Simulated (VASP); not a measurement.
Crystal: BiN.

```
Bi N
1.0
     3.48937    0.00000    0.00000
    -1.74468    3.02188    0.00000
     0.00000    0.00000    3.26518
Bi N
1 1
Direct
  0.00000 0.00000 0.00000
  0.66667 0.33333 0.50000
```

Program: VASP 6.6.1. Alike in all runs: task single point; no spin polarisation; cell as given; k mesh 12 × 12 × 10; cutoff (eV) 520.

Question: Order these runs on this cell by their pressure, lowest first.
A. level PBEsol; potentials or basis VASP PAW PBE potentials, release 64 (Bi_d, N); smearing gaussian 0.05 eV
B. level LDA; potentials or basis VASP PAW LDA potentials, release 64 (Bi_d, N); smearing gaussian 0.05 eV
C. level PBE; potentials or basis VASP PAW PBE potentials, release 64 (Bi_d, N); smearing tetrahedron

Answer: B (-7.1 GPa), A (-4.6 GPa), C (0.3 GPa).

Caveats: the PAW data sets were made with another functional, which shifts forces and pressure a little (some runs).
